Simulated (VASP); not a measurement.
# MgO (P3m1) in VASP: a series of runs

The runs below take MgO through single point, with LDA.

Program: VASP 6.6.1. These are calculated values, not measurements. Logs are shortened: lines on timing, memory, paths and dates and some standing lists are left out, and cuts for length are marked.

### Step 1. The cell of the first run

It takes space group P3m1 (No. 156, trigonal). Conventional cell: a = 2.938 Å, b = 2.938 Å, c = 2.680 Å, α = 90.00°, β = 90.00°, γ = 120.00°. Within 2.7 Å of Mg (site symmetry 3m) lie 6 O at 2.04 to 2.29 Å and 2 Mg at 2.68 Å. O (site symmetry 3m) has 6 Mg at 2.04 to 2.29 Å and 2 O at 2.68 Å within 2.7 Å.

### Step 2. Single point, LDA

Input file INCAR:

```
SYSTEM = MgO
  ALGO = Normal
  EDIFF = 1E-6
  ENCUT = 520
  GGA = CA
  ISIF = 2
  ISMEAR = 0
  LASPH = .TRUE.
  LCHARG = .TRUE.
  LELF = .TRUE.
  LREAL = .FALSE.
  LVHAR = .TRUE.
  LWAVE = .FALSE.
  NBANDS = 11
  NELM = 60
  PREC = Accurate
  SIGMA = 0.05
```

Input file KPOINTS:

```
k-points
0
G
  9 9 8
  0 0 0
```

Input file POSCAR:

```
MgO
1.0
    2.9380209034      0.0000000000      0.0000000000
   -1.4690104517      2.5444007392      0.0000000000
    0.0000000000      0.0000000000      2.6796800000
Mg O
1 1
Direct
    0.0000000000      0.0000000000      0.0000000000
    0.3333333333      0.6666666667      0.5746357774
```

Potentials or basis: VASP PAW LDA potentials, release 64 (Mg, O).

On the command line:

```sh
$ cat potpaw_LDA.64/Mg/POTCAR potpaw_LDA.64/O/POTCAR > POTCAR
$ mpirun -np 1 vasp_std > vasp.out
```

OUTCAR:

```text
SYSTEM = MgO
   EDIFF = 1E-6
   ENCUT = 520
   GGA = CA
   ISIF = 2
   ISMEAR = 0
   LASPH = .TRUE.
   LREAL = .FALSE.
   NELM = 60
   PREC = Accurate

 ion  position               nearest neighbor table
   1  0.000  0.000  0.000-   2 2.04   2 2.04   2 2.04   2 2.29   2 2.29   2 2.29
   2  0.333  0.667  0.575-   1 2.04   1 2.04   1 2.04   1 2.29   1 2.29   1 2.29

  LATTYP: Found a hexagonal cell.
 ALAT       =     2.9380209034
 C/A-ratio  =     0.9120697531

  Lattice vectors:

 A1 = (   2.9380209034,   0.0000000000,   0.0000000000)
 A2 = (  -1.4690104517,   2.5444007392,   0.0000000000)
 A3 = (   0.0000000000,   0.0000000000,   2.6796800000)

Analysis of symmetry for initial positions (statically):
=====================================================================
 Subroutine PRICEL returns:
 Original cell was already a primitive cell.

 Routine SETGRP: Setting up the symmetry group for a
 hexagonal supercell.

 Subroutine GETGRP returns: Found  6 space group operations
 (whereof  6 operations were pure point group operations)
 out of a pool of 24 trial point group operations.

The static configuration has the point symmetry C_3v.

Analysis of symmetry for dynamics (positions and initial velocities):
=====================================================================
 Subroutine PRICEL returns:
 Original cell was already a primitive cell.

 Routine SETGRP: Setting up the symmetry group for a
 hexagonal supercell.

 Subroutine GETGRP returns: Found  6 space group operations
 (whereof  6 operations were pure point group operations)
 out of a pool of 24 trial point group operations.

The dynamic configuration has the point symmetry C_3v.

 Subroutine INISYM returns: Found  6 space group operations
 (whereof  6 operations are pure point group operations),
 and found     1 'primitive' translations

----------------------------------------------------------------------------------------

                                     Primitive cell

  volume of cell :      20.0320

  direct lattice vectors                    reciprocal lattice vectors
     2.938020903  0.000000000  0.000000000     0.340365175  0.196509926  0.000000000
    -1.469010452  2.544400739  0.000000000     0.000000000  0.393019851  0.000000000
     0.000000000  0.000000000  2.679680000     0.000000000  0.000000000  0.373178887

  length of vectors
     2.938020903  2.938020903  2.679680000     0.393019851  0.393019851  0.373178887

  position of ions in fractional coordinates (direct lattice)
     0.000000000  0.000000000  0.000000000
     0.333333333  0.666666667  0.574635777

  ion indices of the primitive-cell ions
   primitive index   ion index
                 1           1
                 2           2

----------------------------------------------------------------------------------------

 KPOINTS: k-points

Automatic generation of k-mesh.
 Grid dimensions read from file:
 generate k-points for:    9    9    8

 Generating k-lattice:

  Cartesian coordinates                     Fractional coordinates (reciprocal lattice)
     0.037818353  0.021834436  0.000000000     0.111111111 -0.000000000  0.000000000
     0.000000000  0.043668872  0.000000000     0.000000000  0.111111111  0.000000000
     0.000000000  0.000000000  0.046647361     0.000000000  0.000000000  0.125000000

  Length of vectors
     0.043668872  0.043668872  0.046647361

  Shift w.r.t. Gamma in fractional coordinates (k-lattice)
     0.000000000  0.000000000  0.000000000

 Subroutine IBZKPT returns following result:
 ===========================================

 Found     81 irreducible k-points:

 Following reciprocal coordinates:
            Coordinates               Weight
  0.000000  0.000000  0.000000      1.000000
  0.111111 -0.000000  0.000000      6.000000
  0.222222 -0.000000  0.000000      6.000000
  0.333333 -0.000000  0.000000      6.000000
  0.444444 -0.000000  0.000000      6.000000
  0.111111  0.111111  0.000000      6.000000
[... 16 lines left out ...]
  0.222222  0.111111  0.125000     12.000000
 -0.111111  0.333333  0.125000     12.000000
 [... further k-points ...]
   k-points           NKPTS =     81   k-points in BZ     NKDIM =     81   number of bands    NBANDS=     11
   number of dos      NEDOS =    301   number of ions     NIONS =      2
   total plane-waves  NPLWV =  11520
   dimension x,y,z NGX =    24 NGY =   24 NGZ =   20
   dimension x,y,z NGXF=    48 NGYF=   48 NGZF=   40
   ions per type =               1   1
   NGX,Y,Z   is equivalent  to a cutoff of  13.58, 13.58, 12.41 a.u.
   NGXF,Y,Z  is equivalent  to a cutoff of  27.16, 27.16, 24.82 a.u.
 SYSTEM =  MgO
   PREC   = accura    normal or accurate (medium, high low for compatibility)
   ISTART =      0    job   : 0-new  1-cont  2-samecut
   ICHARG =      2    charge: 1-file 2-atom 10-const
   ISPIN  =      1    spin polarized calculation?
   LNONCOLLINEAR =      F non collinear calculations
   LSORBIT =      F    spin-orbit coupling
   LASPH  =      T    aspherical Exc in radial PAW
   ENCUT  =  520.0 eV  38.22 Ry    6.18 a.u.   5.46  5.46  4.98*2*pi/ulx,y,z
   NELM   =     60;   NELMIN=  2; NELMDL= -5     # of ELM steps
   EDIFF  = 0.1E-05   stopping-criterion for ELM
   LREAL  =      F    real-space projection
   EDIFFG = 0.1E-04   stopping-criterion for IOM
   NSW    =      0    number of steps for IOM
   IBRION =     -1    ionic relax: 0-MD 1-quasi-New 2-CG
   NFREE  =      0    steps in history (QN), initial steepest desc. (CG)
   ISIF   =      2    stress and relaxation
   ISYM   =      2    0-nonsym 1-usesym 2-fastsym
   POTIM  = 0.5000    time-step for ionic-motion
   TEBEG  =    0.0;   TEEND  =   0.0 temperature during run
   PSTRESS=    0.0 pullay stress
   NELECT =       8.0000    total number of electrons
   NUPDOWN=      -1.0000    fix difference up-down
   EMIN   =  10.00;   EMAX   =-10.00  energy-range for DOS
   EFERMI =   0.00;   METHOD = LEGACY
   ISMEAR =     0;   SIGMA  =   0.05  broadening in eV -4-tet -1-fermi 0-gaus
   EFERMI_NEDOS =   21; number of points for ismear=-14 and -15
   IALGO  =     38    algorithm
   IMIX   =      4    mixing-type and parameters
     AMIX     =   0.40;   BMIX     =  1.00
     AMIX_MAG =   1.60;   BMIX_MAG =  1.00
  volume/ion in A,a.u.               =      10.02        67.59
  Fermi-wavevector in a.u.,A,eV,Ry     =   1.205583  2.278221 19.775115  1.453430
  Thomas-Fermi vector in A             =   2.341275
   LORBIT       =      0    0 simple, 1 ext, 2 COOP (PROOUT), +10 PAW based schemes
   GGA     = CA    functional components
   LHFCALC =     F    Hartree Fock is set to
   AEXX    =    0.0000 exact exchange contribution
   IVDW    =     0    specifies the selected vdW correction
   LEPSILON=     F    determine dielectric tensor
   LRPA    =     F    only Hartree local field effects (RPA)
 non-spin polarized calculation
 Gauss-broadening in eV      SIGMA  =   0.05
  energy-cutoff  :      520.00
  volume of cell :       20.03
 maximum number of plane-waves:       562
 NGX is ok and might be reduce to    24
   NGX = 11   NGY = 11   NGZ =  9

 number of electron       7.9999996 magnetization

 Free energy of the ion-electron system (eV)
  ---------------------------------------------------
  ext. energy  EPLUGINS =         0.00000000
  ---------------------------------------------------
  free energy    TOTEN  =       -12.61689733 eV

  energy without entropy =      -12.61689733  energy(sigma->0) =      -12.61689733

 E-fermi :   3.3350     XC(G=0): -11.2140

 val. band max:        3.0167158899   @ k =   0.3333   0.3333   0.0000
 cond. band min:       5.9094088368   @ k =   0.0000   0.0000   0.0000
 fundamental gap:      2.8926929469
 Fermi energy:         3.3350301185

 k-point     1 :       0.0000    0.0000    0.0000
  band No.  band energies     occupation
      1     -14.2056      2.00000
      2       2.3037      2.00000
      3       2.3037      2.00000
      4       2.5537      2.00000
      5       5.9094      0.00000
      6      14.8793      0.00000
      7      18.2899      0.00000
      8      18.2900      0.00000
      9      21.3598      0.00000
     10      25.0024      0.00000
     11      25.2544      0.00000

 k-point     2 :       0.1111   -0.0000    0.0000
  band No.  band energies     occupation
      1     -14.0950      2.00000
      2       1.5079      2.00000
      3       2.2133      2.00000
      4       2.6117      2.00000
      5       6.6481      0.00000
      6      14.8182      0.00000
      7      17.1353      0.00000
      8      18.5995      0.00000
      9      22.4387      0.00000
     10      24.5750      0.00000
     11      25.4329      0.00000

 k-point     3 :       0.2222   -0.0000    0.0000
  band No.  band energies     occupation
      1     -13.7992      2.00000
      2       0.0999      2.00000
      3       1.9944      2.00000
      4       2.7268      2.00000
      5       7.9368      0.00000
      6      13.9795      0.00000
      7      16.6333      0.00000
      8      19.3313      0.00000
      9      22.5608      0.00000
     10      23.9701      0.00000
     11      26.1218      0.00000

 k-point     4 :       0.3333   -0.0000    0.0000
  band No.  band energies     occupation
      1     -13.4311      2.00000
      2      -1.1492      2.00000
      3       1.7612      2.00000
      4       2.8600      2.00000
      5       8.9727      0.00000
      6      13.1431      0.00000
      7      16.5064      0.00000
      8      20.0261      0.00000
      9      22.2366      0.00000
     10      23.8479      0.00000
     11      27.6008      0.00000

 k-point     5 :       0.4444   -0.0000    0.0000
  band No.  band energies     occupation
      1     -13.1681      2.00000
      2      -1.8812      2.00000
      3       1.6168      2.00000
      4       2.9495      2.00000
      5       9.3996      0.00000
      6      13.1062      0.00000
      7      15.9736      0.00000
      8      20.3775      0.00000
      9      22.0644      0.00000
     10      24.3835      0.00000
     11      27.9577      0.00000
[... 211 lines left out ...]
 k-point    21 :       0.0000    0.4444    0.1250
  band No.  band energies     occupation
      1     -13.0641      2.00000
      2      -1.6990      2.00000
      3       1.6860      2.00000
      4       2.2598      2.00000
      5       9.6277      0.00000
      6      13.0948      0.00000
      7      16.4972      0.00000
      8      19.8341      0.00000
      9      20.0248      0.00000
     10      26.1803      0.00000
     11      27.1759      0.00000

 k-point    22 :       0.1111    0.1111    0.1250
  band No.  band energies     occupation
      1     -13.7615      2.00000
      2       0.5753      2.00000
      3       1.8770      2.00000
      4       2.0572      2.00000
      5       8.2096      0.00000
      6      14.4087      0.00000
      7      16.9453      0.00000
      8      18.9899      0.00000
      9      21.6430      0.00000
     10      23.9572      0.00000
     11      25.7893      0.00000

 k-point    23 :       0.2222    0.1111    0.1250
  band No.  band energies     occupation
      1     -13.4388      2.00000
      2      -0.4865      2.00000
      3       1.6653      2.00000
      4       2.0601      2.00000
      5       9.2467      0.00000
      6      13.3603      0.00000
      7      17.0865      0.00000
      8      19.0312      0.00000
      9      21.8277      0.00000
     10      23.4543      0.00000
     11      26.6103      0.00000

 k-point    24 :      -0.1111    0.3333    0.1250
  band No.  band energies     occupation
      1     -13.4385      2.00000
      2      -0.4858      2.00000
      3       1.6605      2.00000
      4       2.0527      2.00000
      5       9.2082      0.00000
      6      13.7115      0.00000
      7      17.0353      0.00000
      8      18.7021      0.00000
      9      20.8924      0.00000
     10      24.3614      0.00000
     11      27.0326      0.00000

 [... further k-points ...]
[... 5 lines left out ...]
  --------------------------------------------------------------------------------------
  -------------------------------------------------------------------------------------
  Total       -0.9237025     -0.9237025     -0.9771305      0.0000000      0.0000000      0.0000000
  in kB      -73.8787185    -73.8787185    -78.1519480      0.0000000      0.0000000      0.0000000
  external PRESSURE =     -75.3031283 kB  Pullay stress =       0.0000000 kB

 VOLUME and BASIS-vectors are now :
 -----------------------------------------------------------------------------
  energy-cutoff  :      520.00
  volume of cell :       20.03
      direct lattice vectors                 reciprocal lattice vectors
     2.938020903  0.000000000  0.000000000     0.340365175  0.196509926  0.000000000
    -1.469010452  2.544400739  0.000000000     0.000000000  0.393019851  0.000000000
     0.000000000  0.000000000  2.679680000     0.000000000  0.000000000  0.373178887

 POSITION                                       TOTAL-FORCE (eV/Angst)
 -----------------------------------------------------------------------------------
      0.00000      0.00000      0.00000         0.000000      0.000000      0.600796
     -0.00000      1.69627      1.53984        -0.000000      0.000000     -0.600796
 -----------------------------------------------------------------------------------
    total drift:                                0.000000     -0.000000     -0.000334

  FREE ENERGIE OF THE ION-ELECTRON SYSTEM (eV)
  ---------------------------------------------------
  free  energy   TOTEN  =       -12.6168973259 eV

  energy  without entropy=      -12.6168973259  energy(sigma->0) =      -12.61689733
```

It took 15 s on 1 thread of Intel Xeon 8259CL, shared host; peak memory 0.14 GiB.

What came out:

| Property | Result |
| --- | --- |
| Free energy | -12.6169 eV |
| Pressure | -7.5 GPa |
| Largest force | 0.601 eV/Å |
| Band gap on the k mesh | 2.89 eV, indirect (least direct gap 3.36 eV) |

Forces in eV/Å, atoms in the order of the input:
```
Mg   0.000  0.000  0.601
O    0.000  0.000 -0.601
```

Caveat: the cell differs from its parent crystal (all O atoms moved -0.200 Å, as atom 2 towards its neighbour atom 2 (O) at 2.680 Å). A k mesh can miss the band edges.

(Part 1 of 2 ends here.)
